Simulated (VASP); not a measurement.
The system is RhCl.

```
Rh Cl
1.0
     4.85314    0.00000    0.00000
     0.00000    4.85314    0.00000
     0.00000    0.00000    2.92444
Rh Cl
2 2
Direct
  0.00000 0.50000 0.03804
  0.50000 0.00000 0.96196
  0.00000 0.00000 0.00000
  0.50000 0.50000 0.00000
```

| Property | Result |
| --- | --- |
| Program | VASP 6.6.1 |
| Task | relaxation of cell and atoms |
| Functional | PBE |
| Potentials or basis | VASP PAW PBE potentials, release 64 (Rh_pv, Cl) |
| Cutoff | 600 eV |
| k mesh | 4 × 4 × 6 |
| Occupations | gaussian, width 0.1 eV |
| Spin | no spin polarisation |

At the start: pressure 0.8 GPa; volume 17.22 Å³/atom.

Question: Where does the relaxation end?

Answer: Over 10 steps the energy falls by 7.6 meV/atom and the volume is 17.68 Å³/atom (+2.7 %); space group P4/nmm (No. 129, to 0.05 Å).

Step by step:
```
step  energy change (eV)  largest force (eV/Å)  pressure (GPa)  volume (Å³)
   1              0.0000                0.0465            0.80        68.88
   2             -0.0186                0.0748            0.50        69.73
   3             -0.0207                0.0876            0.42        70.13
   4             -0.0215                0.0765           -0.38        70.70
   5             -0.0216                0.0788           -0.20        70.57
   6             -0.0225                0.0766           -0.19        70.58
   7             -0.0252                0.0668           -0.18        70.60
   8             -0.0290                0.0407           -0.22        70.66
   9             -0.0291                0.0432           -0.41        70.77
  10             -0.0305                0.0034           -0.31        70.71
```

Final structure:
```
CELL_PARAMETERS angstrom
4.82668 0.00000 0.00000
0.00000 4.82668 0.00000
0.00000 0.00000 3.03535
ATOMIC_POSITIONS crystal
Rh 0.00000 0.50000 0.07170
Rh 0.50000 0.00000 0.92830
Cl 0.00000 0.00000 0.00000
Cl 0.50000 0.50000 0.00000
```
